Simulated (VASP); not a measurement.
# CdF2 (Fmmm) in VASP: a series of runs

CdF2 is run at these levels: PBEsol; tasks: single point.

All numbers are computed with VASP 6.6.1; they aren't measurements. Logs are shortened: lines on timing, memory, paths and dates and some standing lists are left out, and cuts for length are marked.

## Step 1: The cell of the first run

Symmetry: Fmmm, No. 69, orthorhombic system. Conventional cell: a = 5.226 Å, b = 5.388 Å, c = 5.550 Å, α = 90.00°, β = 90.00°, γ = 90.00°. Cd (site symmetry mmm) has 8 F at 2.33 Å within 3.1 Å. Within 3.1 Å of F (site symmetry 222) lie 4 Cd at 2.33 Å and 6 F at 2.61 to 2.77 Å.

## Step 2: Single point, PBEsol (strain +0.0300 x Voigt [1, -1, 0, 0, 0, 0])

File INCAR:

```
SYSTEM = CdF2
ALGO = Normal
EDIFF = 1E-6
ENCUT = 520
GGA = PS
ISIF = 2
ISMEAR = 0
LASPH = .True.
LCHARG = .False.
LREAL = .False.
LWAVE = .False.
NBANDS = 20
NELM = 60
PREC = Accurate
SIGMA = 0.05
```

File KPOINTS:

```
k-points
0
Gamma
  8 8 8
  0 0 0
```

File POSCAR:

```
CdF2
1.0
    0.0000000000      2.6131800000      2.6940000000
    2.7748200000      0.0000000000      2.6940000000
    2.7748200000      2.6131800000      0.0000000000
Cd F
1 2
Direct
    0.0000000000      0.0000000000      0.0000000000
    0.2500000000      0.2500000000      0.2500000000
    0.7500000000      0.7500000000      0.7500000000
```

Potentials or basis: VASP PAW PBE potentials, release 64 (Cd, F).

Launch:

```
cat potpaw_PBE.64/Cd/POTCAR potpaw_PBE.64/F/POTCAR > POTCAR
mpirun -np 1 vasp_std > vasp.out
```

OUTCAR:

```text
SYSTEM = CdF2
   EDIFF = 1E-6
   ENCUT = 520
   GGA = PS
   ISIF = 2
   ISMEAR = 0
   LASPH = .True.
   LREAL = .False.
   NELM = 60
   PREC = Accurate

 ion  position               nearest neighbor table
   1  0.000  0.000  0.000-   3 2.33   3 2.33   3 2.33   2 2.33   3 2.33   2 2.33   2 2.33   2 2.33

   2  0.250  0.250  0.250-   1 2.33   1 2.33   1 2.33   1 2.33
   3  0.750  0.750  0.750-   1 2.33   1 2.33   1 2.33   1 2.33

  LATTYP: Found a face centered orthorhombic cell.
 ALAT       =     5.2263600000
 B/A-ratio  =     1.0309278351
 C/A-ratio  =     1.0618556701

  Lattice vectors:

 A1 = (  -2.7748200000,   0.0000000000,  -2.6940000000)
 A2 = (  -2.7748200000,   2.6131800000,   0.0000000000)
 A3 = (   0.0000000000,   2.6131800000,  -2.6940000000)

Analysis of symmetry for initial positions (statically):
=====================================================================
 Subroutine PRICEL returns:
 Original cell was already a primitive cell.

 Routine SETGRP: Setting up the symmetry group for a
 face centered orthorhombic supercell.

 Subroutine GETGRP returns: Found  8 space group operations
 (whereof  8 operations were pure point group operations)
 out of a pool of  8 trial point group operations.

The static configuration has the point symmetry D_2h.

Analysis of symmetry for dynamics (positions and initial velocities):
=====================================================================
 Subroutine PRICEL returns:
 Original cell was already a primitive cell.

 Routine SETGRP: Setting up the symmetry group for a
 face centered orthorhombic supercell.

 Subroutine GETGRP returns: Found  8 space group operations
 (whereof  8 operations were pure point group operations)
 out of a pool of  8 trial point group operations.

The dynamic configuration has the point symmetry D_2h.

 Subroutine INISYM returns: Found  8 space group operations
 (whereof  8 operations are pure point group operations),
 and found     1 'primitive' translations

----------------------------------------------------------------------------------------

                                     Primitive cell

  volume of cell :      39.0689

  direct lattice vectors                    reciprocal lattice vectors
     0.000000000  2.613180000  2.694000000    -0.180191868  0.191337757  0.185597624
     2.774820000  0.000000000  2.694000000     0.180191868 -0.191337757  0.185597624
     2.774820000  2.613180000  0.000000000     0.180191868  0.191337757 -0.185597624

  length of vectors
     3.753178082  3.867461963  3.811605403     0.321754137  0.321754137  0.321754137

  position of ions in fractional coordinates (direct lattice)
     0.000000000  0.000000000  0.000000000
     0.250000000  0.250000000  0.250000000
     0.750000000  0.750000000  0.750000000

  ion indices of the primitive-cell ions
   primitive index   ion index
                 1           1
                 2           2
                 3           3

----------------------------------------------------------------------------------------

 KPOINTS: k-points

Automatic generation of k-mesh.
 Grid dimensions read from file:
 generate k-points for:    8    8    8

 Generating k-lattice:

  Cartesian coordinates                     Fractional coordinates (reciprocal lattice)
    -0.022523984  0.023917220  0.023199703     0.125000000  0.000000000  0.000000000
     0.022523984 -0.023917220  0.023199703    -0.000000000  0.125000000 -0.000000000
     0.022523984  0.023917220 -0.023199703     0.000000000  0.000000000  0.125000000

  Length of vectors
     0.040219267  0.040219267  0.040219267

  Shift w.r.t. Gamma in fractional coordinates (k-lattice)
     0.000000000  0.000000000  0.000000000

 Subroutine IBZKPT returns following result:
 ===========================================

 Found     95 irreducible k-points:

 Following reciprocal coordinates:
            Coordinates               Weight
  0.000000  0.000000  0.000000      1.000000
  0.125000  0.000000  0.000000      8.000000
  0.250000  0.000000  0.000000      8.000000
  0.375000  0.000000  0.000000      8.000000
  0.500000  0.000000  0.000000      4.000000
  0.125000  0.125000  0.000000      2.000000
[... 16 lines left out ...]
  0.250000  0.000000  0.125000      8.000000
  0.375000  0.000000  0.125000      8.000000
 [... further k-points ...]
   k-points           NKPTS =     95   k-points in BZ     NKDIM =     95   number of bands    NBANDS=     20
   number of dos      NEDOS =    301   number of ions     NIONS =      3
   total plane-waves  NPLWV =  23520
   dimension x,y,z NGX =    28 NGY =   30 NGZ =   28
   dimension x,y,z NGXF=    56 NGYF=   60 NGZF=   56
   ions per type =               1   2
   NGX,Y,Z   is equivalent  to a cutoff of  12.40, 12.90, 12.21 a.u.
   NGXF,Y,Z  is equivalent  to a cutoff of  24.81, 25.79, 24.42 a.u.
 SYSTEM =  CdF2
   PREC   = accura    normal or accurate (medium, high low for compatibility)
   ISTART =      0    job   : 0-new  1-cont  2-samecut
   ICHARG =      2    charge: 1-file 2-atom 10-const
   ISPIN  =      1    spin polarized calculation?
   LNONCOLLINEAR =      F non collinear calculations
   LSORBIT =      F    spin-orbit coupling
   LASPH  =      T    aspherical Exc in radial PAW
   ENCUT  =  520.0 eV  38.22 Ry    6.18 a.u.   6.98  7.19  7.09*2*pi/ulx,y,z
   NELM   =     60;   NELMIN=  2; NELMDL= -5     # of ELM steps
   EDIFF  = 0.1E-05   stopping-criterion for ELM
   LREAL  =      F    real-space projection
   EDIFFG = 0.1E-04   stopping-criterion for IOM
   NSW    =      0    number of steps for IOM
   IBRION =     -1    ionic relax: 0-MD 1-quasi-New 2-CG
   NFREE  =      0    steps in history (QN), initial steepest desc. (CG)
   ISIF   =      2    stress and relaxation
   ISYM   =      2    0-nonsym 1-usesym 2-fastsym
   POTIM  = 0.5000    time-step for ionic-motion
   TEBEG  =    0.0;   TEEND  =   0.0 temperature during run
   PSTRESS=    0.0 pullay stress
   NELECT =      26.0000    total number of electrons
   NUPDOWN=      -1.0000    fix difference up-down
   EMIN   =  10.00;   EMAX   =-10.00  energy-range for DOS
   EFERMI =   0.00;   METHOD = LEGACY
   ISMEAR =     0;   SIGMA  =   0.05  broadening in eV -4-tet -1-fermi 0-gaus
   EFERMI_NEDOS =   21; number of points for ismear=-14 and -15
   IALGO  =     38    algorithm
   IMIX   =      4    mixing-type and parameters
     AMIX     =   0.40;   BMIX     =  1.00
     AMIX_MAG =   1.60;   BMIX_MAG =  1.00
  volume/ion in A,a.u.               =      13.02        87.88
  Fermi-wavevector in a.u.,A,eV,Ry     =   1.429296  2.700977 27.795148  2.042886
  Thomas-Fermi vector in A             =   2.549265
   LORBIT       =      0    0 simple, 1 ext, 2 COOP (PROOUT), +10 PAW based schemes
   GGA     = PS    functional components
   LHFCALC =     F    Hartree Fock is set to
   AEXX    =    0.0000 exact exchange contribution
   IVDW    =     0    specifies the selected vdW correction
   LEPSILON=     F    determine dielectric tensor
   LRPA    =     F    only Hartree local field effects (RPA)
 non-spin polarized calculation
 Gauss-broadening in eV      SIGMA  =   0.05
  energy-cutoff  :      520.00
  volume of cell :       39.07
 maximum number of plane-waves:      1066
   NGX = 13   NGY = 15   NGZ = 15

 number of electron      26.0000000 magnetization

 Free energy of the ion-electron system (eV)
  ---------------------------------------------------
  ext. energy  EPLUGINS =         0.00000000
  ---------------------------------------------------
  free energy    TOTEN  =       -11.56873832 eV

  energy without entropy =      -11.56873832  energy(sigma->0) =      -11.56873832

 E-fermi :  -1.0493     XC(G=0): -10.7153

 val. band max:       -1.3759609351   @ k =   0.5000  -0.2500   0.2500
 cond. band min:       1.4458959803   @ k =   0.0000   0.0000   0.0000
 fundamental gap:      2.8218569153
 Fermi energy:        -1.0492541434

 k-point     1 :       0.0000    0.0000    0.0000
  band No.  band energies     occupation
      1     -22.1513      2.00000
      2     -20.9993      2.00000
      3      -7.0778      2.00000
      4      -7.0582      2.00000
      5      -7.0505      2.00000
      6      -5.8336      2.00000
[... 12 lines left out ...]
     19      17.6738      0.00000
     20      18.8625      0.00000

 k-point     2 :       0.1250    0.0000    0.0000
  band No.  band energies     occupation
      1     -22.0999      2.00000
      2     -21.0457      2.00000
      3      -7.0138      2.00000
      4      -6.9914      2.00000
      5      -6.8933      2.00000
      6      -5.8503      2.00000
[... 12 lines left out ...]
     19      17.3154      0.00000
     20      18.4192      0.00000

 k-point     3 :       0.2500    0.0000    0.0000
  band No.  band energies     occupation
      1     -21.9599      2.00000
      2     -21.1710      2.00000
      3      -6.8844      2.00000
      4      -6.8430      2.00000
      5      -6.4427      2.00000
      6      -5.8577      2.00000
[... 12 lines left out ...]
     19      17.6479      0.00000
     20      17.9190      0.00000

 k-point     4 :       0.3750    0.0000    0.0000
  band No.  band energies     occupation
      1     -21.7668      2.00000
      2     -21.3458      2.00000
      3      -6.7838      2.00000
      4      -6.7152      2.00000
      5      -5.8741      2.00000
      6      -5.8145      2.00000
[... 429 lines left out ...]
 k-point    23 :       0.2500    0.0000    0.1250
  band No.  band energies     occupation
      1     -21.9579      2.00000
      2     -21.1739      2.00000
      3      -6.8651      2.00000
      4      -6.8441      2.00000
      5      -6.4834      2.00000
      6      -5.9859      2.00000
[... 12 lines left out ...]
     19      17.7298      0.00000
     20      19.4293      0.00000

 k-point    24 :       0.3750    0.0000    0.1250
  band No.  band energies     occupation
      1     -21.7833      2.00000
      2     -21.3283      2.00000
      3      -6.7409      2.00000
      4      -6.6868      2.00000
      5      -6.0102      2.00000
      6      -5.9886      2.00000
[... 12 lines left out ...]
     19      17.2557      0.00000
     20      19.4348      0.00000

 [... further k-points ...]

------------------------ aborting loop because EDIFF is reached ----------------------------------------

  FORCE on cell =-STRESS in cart. coord.  units (eV):
  Direction    XX          YY          ZZ          XY          YZ          ZX
  --------------------------------------------------------------------------------------
  -------------------------------------------------------------------------------------
  Total       -0.6497906      0.9619173      0.1276586      0.0000000      0.0000000      0.0000000
  in kB      -26.6472415     39.4472370      5.2351478      0.0000000      0.0000000      0.0000000
  external PRESSURE =       6.0117144 kB  Pullay stress =       0.0000000 kB

 VOLUME and BASIS-vectors are now :
 -----------------------------------------------------------------------------
  energy-cutoff  :      520.00
  volume of cell :       39.07
      direct lattice vectors                 reciprocal lattice vectors
     0.000000000  2.613180000  2.694000000    -0.180191868  0.191337757  0.185597624
     2.774820000  0.000000000  2.694000000     0.180191868 -0.191337757  0.185597624
     2.774820000  2.613180000  0.000000000     0.180191868  0.191337757 -0.185597624

 POSITION                                       TOTAL-FORCE (eV/Angst)
 -----------------------------------------------------------------------------------
      0.00000      0.00000      0.00000         0.000000      0.000000      0.000000
      1.38741      1.30659      1.34700         0.000000     -0.000000      0.000000
      4.16223      3.91977      4.04100         0.000000     -0.000000      0.000000
 -----------------------------------------------------------------------------------
    total drift:                                0.000000      0.000000      0.000000

  FREE ENERGIE OF THE ION-ELECTRON SYSTEM (eV)
  ---------------------------------------------------
  free  energy   TOTEN  =       -11.5687383174 eV

  energy  without entropy=      -11.5687383174  energy(sigma->0) =      -11.56873832
```

Wall time 36 s (1 thread of Intel Xeon 6975P-C (Granite Rapids), shared host); peak memory 0.2 GiB.

What came out:

```yaml
Free_energy: -11.5687 eV
Pressure: 0.6 GPa
Band_gap_on_the_k_mesh: 2.82 eV, indirect (least direct gap 3.29 eV)
```

Stress tensor (GPa, compression positive):
```
-2.66  0.00  0.00
 0.00  3.94  0.00
 0.00  0.00  0.52
```

Levels at points of the mesh, in eV from the valence-band top:
```
           k point  band 9  band 10  band 11  band 12  band 13  band 14  band 15  band 16  band 17  band 18
(0.00, 0.00, 0.00)   -1.05    -0.78    -0.65    -0.55    -0.47     2.82    12.38    12.46    12.53    17.34
(0.50, 0.00, 0.00)   -2.38    -1.99    -1.86    -0.46    -0.44     6.98     8.87    14.07    14.46    17.65
(0.50, 0.50, 0.00)   -3.17    -2.97    -0.56    -0.23    -0.03     7.82     9.36    11.63    13.70    14.41
(0.50, 0.00, 0.50)   -3.08    -3.08    -0.37    -0.22    -0.13     7.73     9.33    11.67    13.71    14.09
(0.00, 0.50, 0.50)   -3.07    -2.96    -0.72    -0.16    -0.04     7.84     9.48    11.66    14.02    14.36
```

Caveat: the cell differs from its parent crystal (strain +0.0300 x Voigt [1, -1, 0, 0, 0, 0]); the PAW data sets were made with another functional, which shifts forces and pressure a little. A k mesh can miss the band edges.

## Step 3: Single point, PBEsol (strain +0.0350 x Voigt [1, -1, 0, 0, 0, 0])

File INCAR:

```
SYSTEM = CdF2
ALGO = Normal ; EDIFF = 1E-6
ENCUT = 520 ; GGA = PS
ISIF = 2 ; ISMEAR = 0
LASPH = .TRUE. ; LCHARG = .FALSE.
LREAL = .FALSE. ; LWAVE = .FALSE.
NBANDS = 20 ; NELM = 80
PREC = Accurate ; SIGMA = 0.05
```

File KPOINTS:

```
k-points
0
G
  8 8 8
  0 0 0
```

File POSCAR:

```
CdF2
1.0
    0.0000000000      2.5997100000      2.6940000000
    2.7882900000      0.0000000000      2.6940000000
    2.7882900000      2.5997100000      0.0000000000
Cd F
1 2
Direct
    0.0000000000      0.0000000000      0.0000000000
    0.2500000000      0.2500000000      0.2500000000
    0.7500000000      0.7500000000      0.7500000000
```

Potentials or basis: VASP PAW PBE potentials, release 64 (Cd, F).

Launch:

```
cat potpaw_PBE.64/Cd/POTCAR potpaw_PBE.64/F/POTCAR > POTCAR
mpirun -np 1 vasp_std > vasp.out
```

Wall time 27 s (1 thread of Intel Xeon 6975P-C (Granite Rapids), shared host); peak memory 0.2 GiB.

It converged, with:

| Property | Result |
| --- | --- |
| Free energy | -11.5599 eV |
| Pressure | 0.6 GPa |
| Band gap on the k mesh | 2.80 eV, indirect (least direct gap 3.27 eV) |

Stress tensor (GPa, compression positive):
```
-3.19  0.00  0.00
 0.00  4.55  0.00
 0.00  0.00  0.52
```

Levels at points of the mesh, in eV from the valence-band top:
| k point | band 10 | band 11 | band 12 | band 13 | band 14 | band 15 | band 16 | band 17 |
| --- | --- | --- | --- | --- | --- | --- | --- | --- |
| (0.00, 0.00, 0.00) | -0.74 | -0.68 | -0.56 | -0.47 | 2.80 | 12.36 | 12.45 | 12.54 |
| (0.50, 0.00, 0.00) | -2.01 | -1.86 | -0.48 | -0.45 | 6.96 | 8.84 | 14.03 | 14.48 |
| (0.50, 0.50, 0.00) | -2.97 | -0.57 | -0.26 | -0.02 | 7.81 | 9.33 | 11.61 | 13.63 |
| (0.50, 0.00, 0.50) | -3.09 | -0.35 | -0.25 | -0.15 | 7.69 | 9.31 | 11.67 | 13.64 |
| (0.00, 0.50, 0.50) | -2.96 | -0.76 | -0.17 | -0.03 | 7.82 | 9.48 | 11.65 | 14.00 |

Caveat: the cell differs from its parent crystal (strain +0.0350 x Voigt [1, -1, 0, 0, 0, 0]); the PAW data sets were made with another functional, which shifts forces and pressure a little. A k mesh can miss the band edges.
